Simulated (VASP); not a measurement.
# Sn4P11 in VASP: a series of runs

Sn4P11 is run at these levels: PBE; tasks: single point.

Program: VASP 6.6.1. These are calculated values, not measurements. Logs are shortened: lines on timing, memory, paths and dates and some standing lists are left out, and cuts for length are marked.

### Step 1. The cell of the first run

The cell holds an amorphous packing of atoms, 15 atoms: a = 6.913 Å, b = 6.835 Å, c = 6.823 Å, α = 94.64°, β = 89.02°, γ = 92.48°.

### Step 2. Single point, PBE

The input, INCAR:

```
  PREC = Accurate
  ENCUT = 520
  EDIFF = 1E-7
  ISMEAR = -1
  SIGMA = 0.2585
  LREAL = Auto
  LASPH = T
  NELM = 60
  ALGO = Normal
  ISIF = 2
  LWAVE = F
  LCHARG = T
  GGA = PE
  LELF = T
  LVHAR = T
  ISYM = 0
  NBANDS = 68
```

The input, KPOINTS:

```
Automatic mesh
0
Gamma
  1 1 1
  0.25 0.25 0.25
```

The input, POSCAR:

```
Sn4P11
1.0
    6.9109540000     -0.1477090000      0.0559190000
   -0.1477090000      6.8279300000     -0.2761220000
    0.0559190000     -0.2761220000      6.8173210000
Sn P
4 11
Direct
    0.9376073823      0.5859812942      0.0279014674
    0.4033583428      1.0422630594      0.6011674330
    0.8052072433      0.2008782408      0.5448649870
    0.2249749390      0.3501686698      0.9069119526
    0.3351213006      0.7472431245      0.2573837462
    0.4835547187      0.5311566624      0.6953307822
    0.1694617032      0.6401384002      0.5654101026
    0.6189267124      0.4624506855      0.1588206049
    0.9232466202      0.5335366509      0.3959520432
    0.1197599662     -0.0777826401      0.1353240729
    0.5143058071      0.7922924143      0.9148222446
    0.0969956960      1.0166693412      0.8497365563
    0.4102930844      1.0871583848      0.2101511970
    0.7618006494      0.1552522116      0.1946727198
   -0.2260638746      0.8120799643      0.3049152900
```

Potentials or basis: VASP PAW PBE potentials, release 64 (Sn_d, P).

Started as:

```console
cat potpaw_PBE.64/Sn_d/POTCAR potpaw_PBE.64/P/POTCAR > POTCAR
mpirun -np 1 vasp_std > vasp.out
```

OUTCAR:

```text
PREC = Accurate
   ENCUT = 520
   EDIFF = 1E-7
   ISMEAR = -1
   LREAL = Auto
   LASPH = T
   NELM = 60
   ISIF = 2
   GGA = PE
   ISYM = 0

 ion  position               nearest neighbor table
   1  0.938  0.586  0.028-   8 2.50   9 2.56  15 2.62  10 2.63   4 2.69   5 3.29
   2  0.403  0.042  0.601-  12 2.70  13 2.71   3 2.97  11 2.97   5 3.00   4 3.12   7 3.12
   3  0.805  0.201  0.545-  14 2.41   9 2.66   2 2.97  15 3.01  12 3.28   6 3.33
   4  0.225  0.350  0.907-  12 2.41   6 2.61   1 2.69   2 3.12  13 3.17   7 3.22   8 3.27
   5  0.335  0.747  0.257-  10 2.17  13 2.40   7 2.52  11 2.66   8 2.86   2 3.00   1 3.29
   6  0.484  0.531  0.695-  11 2.24   7 2.52   4 2.61   3 3.33
   7  0.169  0.640  0.565-   9 2.14   5 2.52   6 2.52   2 3.12   4 3.22
   8  0.619  0.462  0.159-  14 2.39   1 2.50   9 2.68  15 2.70   5 2.86  13 2.93   4 3.27
   9  0.923  0.534  0.396-   7 2.14  15 2.34   1 2.56   3 2.66   8 2.68
  10  0.120  0.922  0.135-  12 2.11   5 2.17  13 2.30   1 2.63  15 2.74
  11  0.514  0.792  0.915-   6 2.24   5 2.66  13 2.84   2 2.97
  12  0.097  0.017  0.850-  10 2.11   4 2.41   2 2.70   3 3.28
  13  0.410  0.087  0.210-  10 2.30   5 2.40  14 2.46   2 2.71  11 2.84   8 2.93   4 3.17
  14  0.762  0.155  0.195-   8 2.39   3 2.41  13 2.46  15 2.53
  15  0.774  0.812  0.305-   9 2.34  14 2.53   1 2.62   8 2.70  10 2.74   3 3.01

IMPORTANT INFORMATION: All symmetrisations will be switched off!
NOSYMM: (Re-)initialisation of all symmetry stuff for point group C_1.

----------------------------------------------------------------------------------------

                                     Primitive cell

  volume of cell :     321.0000

  direct lattice vectors                    reciprocal lattice vectors
     6.910954000 -0.147709000  0.055919000     0.144772439  0.003088908 -0.001062384
    -0.147709000  6.827930000 -0.276122000     0.003088908  0.146763460  0.005919025
     0.055919000 -0.276122000  6.817321000    -0.001062384  0.005919025  0.146933639

  length of vectors
     6.912758500  6.835107124  6.823139740     0.144809285  0.146915246  0.147056648

  position of ions in fractional coordinates (direct lattice)
     0.937607382  0.585981294  0.027901467
     0.403358343  0.042263059  0.601167433
     0.805207243  0.200878241  0.544864987
     0.224974939  0.350168670  0.906911953
     0.335121301  0.747243125  0.257383746
     0.483554719  0.531156662  0.695330782
     0.169461703  0.640138400  0.565410103
     0.618926712  0.462450686  0.158820605
     0.923246620  0.533536651  0.395952043
     0.119759966  0.922217360  0.135324073
     0.514305807  0.792292414  0.914822245
     0.096995696  0.016669341  0.849736556
     0.410293084  0.087158385  0.210151197
     0.761800649  0.155252212  0.194672720
     0.773936125  0.812079964  0.304915290

  ion indices of the primitive-cell ions
   primitive index   ion index
                 1           1
                 2           2
                 3           3
                 4           4
                 5           5
                 6           6
                 7           7
                 8           8
                 9           9
                10          10
                11          11
                12          12
                13          13
                14          14
                15          15

----------------------------------------------------------------------------------------

 KPOINTS: Automatic mesh

Automatic generation of k-mesh.
 Grid dimensions read from file:
 generate k-points for:    1    1    1

 Generating k-lattice:

  Cartesian coordinates                     Fractional coordinates (reciprocal lattice)
     0.144772439  0.003088908 -0.001062384     1.000000000 -0.000000000  0.000000000
     0.003088908  0.146763460  0.005919025    -0.000000000  1.000000000  0.000000000
    -0.001062384  0.005919025  0.146933639     0.000000000 -0.000000000  1.000000000

  Length of vectors
     0.144809285  0.146915246  0.147056648

  Shift w.r.t. Gamma in fractional coordinates (k-lattice)
     0.250000000  0.250000000  0.250000000

 Subroutine IBZKPT returns following result:
 ===========================================

 Found      1 irreducible k-points:

 Following reciprocal coordinates:
            Coordinates               Weight
  0.250000  0.250000  0.250000      2.000000
   k-points           NKPTS =      1   k-points in BZ     NKDIM =      1   number of bands    NBANDS=     68
   number of dos      NEDOS =    301   number of ions     NIONS =     15
   total plane-waves  NPLWV = 157464
   dimension x,y,z NGX =    54 NGY =   54 NGZ =   54
   dimension x,y,z NGXF=   108 NGYF=  108 NGZF=  108
   ions per type =               4  11
   NGX,Y,Z   is equivalent  to a cutoff of  12.99, 13.13, 13.16 a.u.
   NGXF,Y,Z  is equivalent  to a cutoff of  25.97, 26.27, 26.31 a.u.
 SYSTEM =  unknown system
   PREC   = accura    normal or accurate (medium, high low for compatibility)
   ISTART =      0    job   : 0-new  1-cont  2-samecut
   ICHARG =      2    charge: 1-file 2-atom 10-const
   ISPIN  =      1    spin polarized calculation?
   LNONCOLLINEAR =      F non collinear calculations
   LSORBIT =      F    spin-orbit coupling
   LASPH  =      T    aspherical Exc in radial PAW
   ENCUT  =  520.0 eV  38.22 Ry    6.18 a.u.  12.85 12.71 12.69*2*pi/ulx,y,z
   NELM   =     60;   NELMIN=  2; NELMDL= -5     # of ELM steps
   EDIFF  = 0.1E-06   stopping-criterion for ELM
   LREAL  =      T    real-space projection
   EDIFFG = 0.1E-05   stopping-criterion for IOM
   NSW    =      0    number of steps for IOM
   IBRION =     -1    ionic relax: 0-MD 1-quasi-New 2-CG
   NFREE  =      0    steps in history (QN), initial steepest desc. (CG)
   ISIF   =      2    stress and relaxation
   ISYM   =      0    0-nonsym 1-usesym 2-fastsym
   POTIM  = 0.5000    time-step for ionic-motion
   TEBEG  =    0.0;   TEEND  =   0.0 temperature during run
   PSTRESS=    0.0 pullay stress
   NELECT =     111.0000    total number of electrons
   NUPDOWN=      -1.0000    fix difference up-down
   EMIN   =  10.00;   EMAX   =-10.00  energy-range for DOS
   EFERMI =   0.00;   METHOD = LEGACY
   ISMEAR =    -1;   SIGMA  =   0.26  broadening in eV -4-tet -1-fermi 0-gaus
   EFERMI_NEDOS =   21; number of points for ismear=-14 and -15
   IALGO  =     38    algorithm
   IMIX   =      4    mixing-type and parameters
     AMIX     =   0.40;   BMIX     =  1.00
     AMIX_MAG =   1.60;   BMIX_MAG =  1.00
  volume/ion in A,a.u.               =      21.40       144.41
  Fermi-wavevector in a.u.,A,eV,Ry     =   1.149073  2.171432 17.964697  1.320368
  Thomas-Fermi vector in A             =   2.285744
   LORBIT       =      0    0 simple, 1 ext, 2 COOP (PROOUT), +10 PAW based schemes
   GGA     = PE    functional components
   LHFCALC =     F    Hartree Fock is set to
   AEXX    =    0.0000 exact exchange contribution
   IVDW    =     0    specifies the selected vdW correction
   LEPSILON=     F    determine dielectric tensor
   LRPA    =     F    only Hartree local field effects (RPA)
 non-spin polarized calculation
  energy-cutoff  :      520.00
  volume of cell :      321.00
 maximum number of plane-waves:      8638
 NGX is ok and might be reduce to    54
   NGX = 25   NGY = 25   NGZ = 25

 number of electron     111.0000008 magnetization

 Free energy of the ion-electron system (eV)
  ---------------------------------------------------
  ext. energy  EPLUGINS =         0.00000000
  ---------------------------------------------------
  free energy    TOTEN  =       -67.07078625 eV

  energy without entropy =      -65.50916413  energy(sigma->0) =      -66.28997519

 E-fermi :   6.7893     XC(G=0):  -9.9007

 val. band max:        6.7616108109   @ k =   0.2500   0.2500   0.2500
 cond. band min:       6.9688808090   @ k =   0.2500   0.2500   0.2500
 fundamental gap:      0.2072699981
 Fermi energy:         6.7893461012

 k-point     1 :       0.2500    0.2500    0.2500
  band No.  band energies     occupation
      1     -15.2692      2.00000
      2     -15.1567      2.00000
      3     -15.1027      2.00000
      4     -15.0700      2.00000
      5     -15.0543      2.00000
      6     -15.0380      2.00000
[... 59 lines left out ...]
     66       9.3835      0.00009
     67       9.6747      0.00003
 [bands above 67 left out]

------------------------ aborting loop because EDIFF is reached ----------------------------------------

  FORCE on cell =-STRESS in cart. coord.  units (eV):
  Direction    XX          YY          ZZ          XY          YZ          ZX
  --------------------------------------------------------------------------------------
  -------------------------------------------------------------------------------------
  Total       10.1495251     12.7138195     10.2880903     -0.1607096      6.9739093      4.6154933
  in kB       50.6583830     63.4573081     51.3499909     -0.8021349     34.8082269     23.0368837
  external PRESSURE =      55.1552273 kB  Pullay stress =       0.0000000 kB

 VOLUME and BASIS-vectors are now :
 -----------------------------------------------------------------------------
  energy-cutoff  :      520.00
  volume of cell :      321.00
      direct lattice vectors                 reciprocal lattice vectors
     6.910954000 -0.147709000  0.055919000     0.144772439  0.003088908 -0.001062384
    -0.147709000  6.827930000 -0.276122000     0.003088908  0.146763460  0.005919025
     0.055919000 -0.276122000  6.817321000    -0.001062384  0.005919025  0.146933639

 POSITION                                       TOTAL-FORCE (eV/Angst)
 -----------------------------------------------------------------------------------
      6.39477      3.85484      0.08084        -0.110727      0.470018     -1.591436
      2.81497      0.06299      4.10924         0.010629     -0.394181      0.220890
      5.56555      1.10220      3.70408         0.712128     -0.077043      2.393048
      1.55378      2.10728      6.09860         1.757127      0.694285      0.947217
      2.22003      4.98155      1.56708         1.019742     -0.464484     -0.440193
      3.30225      3.36328      4.62067        -0.307011      0.450116      0.326109
      1.10821      4.18967      3.68730         1.155724      0.748597      0.473452
      4.21795      3.02231      0.98965        -0.997383     -1.465670      0.195800
      6.32385      3.39725      2.60364         0.416528      0.242855     -0.033787
      0.69900      6.24178      0.67460        -0.112415      0.513409      0.697115
      3.48847      5.08115      6.04663        -0.077370     -0.804391     -0.563998
      0.71539     -0.13514      5.79375        -1.047245     -0.819993     -1.773778
      2.83439      0.47648      1.43154        -0.399462      0.587419      0.167598
      5.25272      0.89377      1.32688        -2.072068      0.661009     -1.825943
      5.24574      5.34631      1.89775         0.051804     -0.341945      0.807907
 -----------------------------------------------------------------------------------
    total drift:                               -0.008515      0.014309     -0.012712

  FREE ENERGIE OF THE ION-ELECTRON SYSTEM (eV)
  ---------------------------------------------------
  free  energy   TOTEN  =       -67.0707862451 eV

  energy  without entropy=      -65.5091641261  energy(sigma->0) =      -66.28997519
```

It took 35 s on 1 thread of Intel Xeon 6975P-C (Granite Rapids), shared host; peak memory 0.35 GiB.

Results:

```
Free energy   : -67.0708 eV
Pressure      : 5.5 GPa
Largest force : 2.840 eV/Å
```

Forces in eV/Å, atoms in the order of the input:
```
Sn  -0.111  0.470 -1.591
Sn   0.011 -0.394  0.221
Sn   0.712 -0.077  2.393
Sn   1.757  0.694  0.947
P    1.020 -0.464 -0.440
P   -0.307  0.450  0.326
P    1.156  0.749  0.473
P   -0.997 -1.466  0.196
P    0.417  0.243 -0.034
P   -0.112  0.513  0.697
P   -0.077 -0.804 -0.564
P   -1.047 -0.820 -1.774
P   -0.399  0.587  0.168
P   -2.072  0.661 -1.826
P    0.052 -0.342  0.808
```

Levels at points of the mesh, in eV from the Fermi level:
```csv
k point,band 52,band 53,band 54,band 55,band 56,band 57,band 58,band 59,band 60,band 61
"(0.25, 0.25, 0.25)",-1.10,-0.85,-0.60,-0.19,-0.03,0.18,0.69,1.02,1.08,1.30
```

Caveat: the k points lie up to 0.92 Å⁻¹ apart; spin-orbit coupling is left out, which moves the levels of the heavy elements.

### Step 3. Single point, PBE

The input, INCAR:

```
ALGO = Normal
EDIFF = 1E-6
ENCUT = 520
GGA = PE
ISIF = 2
ISMEAR = -1
ISYM = 0
LASPH = True
LCHARG = True
LELF = True
LREAL = Auto
LVHAR = True
LWAVE = False
NBANDS = 68
NELM = 80
PREC = Accurate
SIGMA = 0.1861
```

KPOINTS is that of step 2.

The input, POSCAR:

```
Sn4P11
1.0
    6.9109540000     -0.1477090000      0.0559190000
   -0.1477090000      6.8279300000     -0.2761220000
    0.0559190000     -0.2761220000      6.8173210000
Sn P
4 11
Direct
    0.8780222407      0.6133726434     -0.0345438398
    0.3444295256      0.0643476421      0.6420200318
    0.8174721665      0.2241815782      0.6105276896
    0.2376883009      0.3937811283      0.9810637259
    0.4000909903      0.7337538361      0.1253351410
    0.4491891338      0.5095872816      0.6705804307
    0.0744092610      0.6223716253      0.5973445590
    0.6418628882      0.2881430646      0.1455217245
    0.9996341937      0.4218452734      0.2842041934
    0.0133694383      1.1120194069      0.0419303150
    0.5701177838      0.7483124350      0.8569306198
   -0.0370855011     -0.0742046724      0.7402581222
    0.3632177295      0.0593894553      0.2355788972
    0.7082172932     -0.0266349506      0.1819353528
    0.8116547693      0.6225451448      0.3457455630
```

Potentials or basis: VASP PAW PBE potentials, release 64 (Sn_d, P).

Started as:

```console
cat potpaw_PBE.64/Sn_d/POTCAR potpaw_PBE.64/P/POTCAR > POTCAR
mpirun -np 1 vasp_std > vasp.out
```

It took 29 s on 1 thread of Intel Xeon 6975P-C (Granite Rapids), shared host; peak memory 0.35 GiB.

It converged, with:

| Item | Value |
| --- | --- |
| Free energy | -68.2959 eV |
| Pressure | 3.9 GPa |
| Largest force | 5.398 eV/Å |

Forces in eV/Å, atoms in the order of the input:
```
Sn   0.284 -0.405 -1.071
Sn  -0.090 -0.507 -0.327
Sn  -0.365  0.455 -0.468
Sn   1.443  0.440 -0.781
P    0.588  1.261  0.811
P   -0.949 -0.339 -0.577
P    0.037 -0.157 -1.670
P   -1.099 -0.556 -0.269
P    3.312 -3.879  1.767
P   -0.986 -0.792 -0.498
P   -1.513  0.934 -0.166
P    1.882 -0.082  1.098
P    0.092 -0.903 -0.456
P   -0.403  1.707  0.672
P   -2.231  2.823  1.936
```

Stress tensor (GPa, compression positive):
```
 2.96 -0.34  1.13
-0.34  5.52 -0.12
 1.13 -0.12  3.20
```

Levels at points of the mesh, in eV from the Fermi level:
```tsv
k point	band 52	band 53	band 54	band 55	band 56	band 57	band 58	band 59	band 60	band 61
(0.25, 0.25, 0.25)	-1.34	-1.08	-0.55	-0.34	-0.05	0.47	0.59	0.92	1.14	1.53
```

Caveat: the k points lie up to 0.92 Å⁻¹ apart; spin-orbit coupling is left out, which moves the levels of the heavy elements.

### Step 4. Single point, PBE

Edit INCAR of step 3 so:

```diff
@@ -14,3 +14,3 @@
 NBANDS = 68
-NELM = 80
+NELM = 60
 PREC = Accurate
```

KPOINTS is that of step 3.

The input, POSCAR:

```
Sn4P11
1.0
    6.9109540000     -0.1477090000      0.0559190000
   -0.1477090000      6.8279300000     -0.2761220000
    0.0559190000     -0.2761220000      6.8173210000
Sn P
4 11
Direct
    0.8114723138      0.6546819973     -0.0092528455
    0.3059648667      0.1260738175      0.6372452618
    0.8242259946      0.1290080933      0.6155997465
    0.2118691605      0.4094150221      1.0639721942
    0.4477268863      0.7496819602      0.0707247381
    0.4621918570      0.5898826044      0.4515693566
   -0.0274559334      0.5927789903      0.6744842481
    0.6659740543      0.2735198512     -0.0350097575
    0.9613885191      0.3662886608      0.3385843901
    0.0929251456      1.0846054840      0.1734756445
    0.4796807849      0.8215160876      0.7371820097
    0.0006421495     -0.1059466672      0.8340252551
    0.2665651592     -0.1232972883      0.3158555757
    0.7553269126      0.0583666498      0.1859606127
    0.7718633402      0.7386944953      0.5046904752
```

Started as:

```console
cat potpaw_PBE.64/Sn_d/POTCAR potpaw_PBE.64/P/POTCAR > POTCAR
mpirun -np 1 vasp_std > vasp.out
```

Wall time 30 s (1 thread of Intel Xeon 6975P-C (Granite Rapids), shared host); peak memory 0.35 GiB.

It converged, with:

```yaml
Free_energy: -68.6243 eV
Pressure: 3.4 GPa
Largest_force: 3.978 eV/Å
```

Forces on the atoms (eV/Å):
```
Sn  -1.182 -1.766  3.363
Sn   0.412  0.605  0.187
Sn  -0.784  0.726  0.285
Sn   1.302  1.528 -0.917
P   -0.280  0.349 -0.017
P    1.015  1.102  0.621
P    1.432 -1.023 -1.807
P   -0.723 -1.099  0.159
P    0.025 -0.082  1.065
P   -1.899 -0.529 -0.550
P    0.440 -1.471 -0.388
P    2.111  1.839  0.133
P   -0.328 -0.134  0.086
P    0.401  0.810 -1.133
P   -1.942 -0.856 -1.086
```

Stress tensor (GPa, compression positive):
```
 2.45  2.95  0.43
 2.95  5.51 -2.77
 0.43 -2.77  2.32
```

Levels at points of the mesh, in eV from the Fermi level:
| k point | band 53 | band 54 | band 55 | band 56 | band 57 | band 58 |
| --- | --- | --- | --- | --- | --- | --- |
| (0.25, 0.25, 0.25) | -1.20 | -0.72 | -0.27 | 0.04 | 0.27 | 0.49 |

Caveat: the k points lie up to 0.92 Å⁻¹ apart; spin-orbit coupling is left out, which moves the levels of the heavy elements.
